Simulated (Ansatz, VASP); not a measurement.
# One calculation of NiO, two programs

File INCAR:

```
PREC     = Accurate       # precision mode
ENCUT    = 520            # plane-wave cutoff, eV
EDIFF    = 1E-6           # SCF threshold, eV
ISMEAR   = -1             # smearing method
SIGMA    = 0.03           # smearing width, eV
LREAL    = F              # projectors in reciprocal space
LASPH    = T              # aspherical terms in the spheres
NELM     = 150            # most SCF steps
ALGO     = Normal         # electronic algorithm
ISIF     = 2              # what is computed and relaxed
LWAVE    = F              # write WAVECAR
LCHARG   = F              # write CHGCAR
ISPIN    = 2              # spin polarisation
MAGMOM   = 1.5 0          # initial moments
LORBIT   = 11             # projections on sites
LMAXMIX  = 4              # l up to which the mixer works
GGA      = PE             # functional
NBANDS   = 19             # bands
```

File KPOINTS:

```
regular mesh
0
Gamma
  15 15 15
```

File POSCAR:

```
NiO
1.0
    0.0000000000      2.0772739395      2.0772739395
    2.0772739395      0.0000000000      2.0772739395
    2.0772739395      2.0772739395      0.0000000000
Ni O
1 1
Direct
    0.0000000000      0.0000000000      0.0000000000
    0.5000000000      0.5000000000      0.5000000000
```

Input for Ansatz:

```yaml
crystal:
  lattice:
    - [0.0, 2.0772739395, 2.0772739395]
    - [2.0772739395, 0.0, 2.0772739395]
    - [2.0772739395, 2.0772739395, 0.0]
  atoms:
    - { symbol: Ni, position: [0.0, 0.0, 0.0], spin: 1.5 }
    - { symbol: O, position: [0.5, 0.5, 0.5] }
magnetization:
  spin_polarized: true
kpoints:
  mp_grid: { grid: [15, 15, 15] }
scf:
  occupations: { method: fermi_dirac, width: 0.03 }
hamiltonian:
  xc: pbe
  pseudopotentials: { kind: all_electron, lapw: { basis_error: 0.00025 } }
output:
  forces: true
  stress: true
  eigenvalues: true
```

Change from the starting cell: volume scaled by 0.98.

Alike in both runs: task single point; functional PBE; k mesh 15 × 15 × 15; occupations fermi-dirac, width 0.03 eV; collinear spin.

```csv
,VASP,Ansatz
version,VASP 6.6.1,Ansatz 0.2.0
potentials or method,"VASP PAW PBE potentials, release 64 (Ni, O), cutoff 520 eV","all-electron LAPW, scalar-relativistic"
```

|  | VASP | Ansatz | Ansatz less VASP |
| --- | --- | --- | --- |
| pressure (GPa) | 7.7 | 8.5 | +0.82 |
| net moment per atom (μB) | 0.83 | 0.87 | +0.037 |
| size of the moment on the site where the two differ most (μB) | 1.37 | 1.44 | +0.072 |

Site moments also hang on the region over which each program counts them. Ansatz ran all-electron here, and VASP with PAW potentials.
